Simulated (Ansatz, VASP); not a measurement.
## ZnSe3: VASP beside Ansatz

INCAR

```
SYSTEM = ZnSe3
PREC = Accurate
ENCUT = 600
EDIFF = 1E-7
ISMEAR = 0
SIGMA = 0.1
LREAL = .False.
LASPH = .True.
NELM = 80
ALGO = Normal
ISIF = 3
LWAVE = .False.
LCHARG = .False.
GGA = PE
IBRION = 2
NSW = 90
EDIFFG = -0.04
```

KPOINTS

```
Automatic mesh
0
Gamma
  3 3 4
  0 0 0
```

Contents of POSCAR:

```
ZnSe3
1.0
    6.4617972352      0.0000000000      0.0000000000
   -3.2308986176      5.5960805598      0.0000000000
    0.0000000000      0.0000000000      5.1865892869
Zn Se
2 6
Direct
    0.3333333333      0.6666666667      0.2500000000
    0.6666666667      0.3333333333      0.7500000000
    0.8330000000      0.6660000000      0.2500000000
    0.1670000000      0.8330000000      0.7500000000
    0.3340000000      0.1670000000      0.2500000000
    0.1670000000      0.3340000000      0.7500000000
    0.8330000000      0.1670000000      0.2500000000
    0.6660000000      0.8330000000      0.7500000000
```

Input for Ansatz:

```yaml
crystal:
  lattice:
    - [6.4617972352, 0.0, 0.0]
    - [-3.2308986176, 5.5960805598, 0.0]
    - [0.0, 0.0, 5.1865892869]
  atoms:
    - { symbol: Zn, position: [0.3333333333, 0.6666666667, 0.25] }
    - { symbol: Zn, position: [0.6666666667, 0.3333333333, 0.75] }
    - { symbol: Se, position: [0.833, 0.666, 0.25] }
    - { symbol: Se, position: [0.167, 0.833, 0.75] }
    - { symbol: Se, position: [0.334, 0.167, 0.25] }
    - { symbol: Se, position: [0.167, 0.334, 0.75] }
    - { symbol: Se, position: [0.833, 0.167, 0.25] }
    - { symbol: Se, position: [0.666, 0.833, 0.75] }
basis:
  ecutwfc: 420
kpoints:
  mp_grid: { grid: [3, 3, 4] }
hamiltonian:
  xc: pbe
scf:
  occupations: { method: gaussian, width: 0.1 }
  lower_state_search: "off"
output:
  forces: true
  stress: true
  eigenvalues: true
relax:
  adjacent_minimum: "off"
  f_tol: 0.04
  max_steps: 70
  cell: { stress_tol: 0.4 }
```

Alike in both runs: task relaxation of cell and atoms; functional PBE; k mesh 3 × 3 × 4; occupations gaussian, width 0.1 eV; no spin polarisation.

|  | VASP | Ansatz |
| --- | --- | --- |
| version | VASP 6.6.1 | Ansatz 0.2.0 |
| potentials or method | VASP PAW PBE potentials, release 64 (Zn, Se), cutoff 600 eV | scalar-relativistic, plane waves, PAW |
| valence electrons in the cell | 60 | 120 |

|  | VASP | Ansatz | Ansatz less VASP |
| --- | --- | --- | --- |
| gap on the k mesh at the Fermi level, each at its own relaxed structure (eV) | none | none | - |
| relaxed volume (Å³/atom) | 21.40 | 19.87 | -1.534 |
| relaxed length of the cell vector where the two differ most in proportion (Å) | 3.572 | 4.667 | +1.0942 |

A gap of «none» marks a metal or a gap that the smearing closes. One of these differences is far larger than is usual between the two programs; its cause wasn't traced. VASP's potentials hold 60 valence electrons a cell and Ansatz's 120, so a difference there can come from the potentials and not from the codes.

The k mesh is coarse, so the values compare programs but aren't converged.
